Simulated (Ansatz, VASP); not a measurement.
# SnO: VASP beside Ansatz

File INCAR:

```
SYSTEM = SnO
PREC = Accurate
ENCUT = 600
EDIFF = 1E-6
ISMEAR = 0
SIGMA = 0.15
LREAL = .FALSE.
LASPH = .TRUE.
NELM = 120
ALGO = Normal
ISIF = 2
LWAVE = .FALSE.
LCHARG = .TRUE.
GGA = PS
IVDW = 12
LELF = .TRUE.
LVHAR = .TRUE.
NBANDS = 28
GGA_COMPAT = .FALSE.
```

KPOINTS

```
regular mesh
0
G
  12 12 10
  0 0 0
```

The input POSCAR:

```
SnO
1.0
    3.7703910616     -0.0565558659      0.0000000000
   -0.0565558659      3.7703910616      0.0000000000
    0.0000000000      0.0000000000      4.5633702865
Sn O
2 2
Direct
    0.0000000000      0.5000000000      0.2532585894
    0.5000000000      0.0000000000      0.7467414106
    0.0000000000      0.0000000000      0.0000000000
    0.5000000000      0.5000000000      0.0000000000
```

Input for Ansatz:

```yaml
crystal:
  lattice:
    - [3.7703910616, -0.0565558659, 0.0]
    - [-0.0565558659, 3.7703910616, 0.0]
    - [0.0, 0.0, 4.5633702865]
  atoms:
    - { symbol: Sn, position: [0.0, 0.5, 0.2532585894] }
    - { symbol: Sn, position: [0.5, 0.0, 0.7467414106] }
    - { symbol: O, position: [0.0, 0.0, 0.0] }
    - { symbol: O, position: [0.5, 0.5, 0.0] }
basis:
  ecutwfc: 420
kpoints:
  mp_grid: { grid: [12, 12, 10] }
hamiltonian:
  xc: pbesol
  dispersion: d3bj
scf:
  occupations: { method: gaussian, width: 0.15 }
output:
  forces: true
  stress: true
  eigenvalues: true
```

Change from the starting cell: strain -0.0300 x Voigt [0, 0, 0, 0, 0, 1], atoms carried along.

Alike in both runs: task single point; functional PBEsol; dispersion D3(BJ); k mesh 12 × 12 × 10; occupations gaussian, width 0.15 eV; no spin polarisation.

```csv
,VASP,Ansatz
version,VASP 6.6.1,Ansatz 0.2.0
potentials or method,"VASP PAW PBE potentials, release 64 (Sn_d, O), cutoff 600 eV","scalar-relativistic, plane waves, PAW"
valence electrons in the cell,40,40
```

```csv
,VASP,Ansatz,Ansatz less VASP
gap on the k mesh at the Fermi level (eV),none,none,-
pressure (GPa),0.2,0.0,-0.22
"traceless stress, the component that is largest in VASP (GPa)",2.79,2.80,+0.008
rms of the force components (eV/Å),0.038,0.003,-0.0343
```

VASP's potentials were made for PBE, not for PBEsol. Atom by atom the forces differ by 0.034 eV/Å (rms over components). A gap of «none» marks a metal or a gap that the smearing closes.
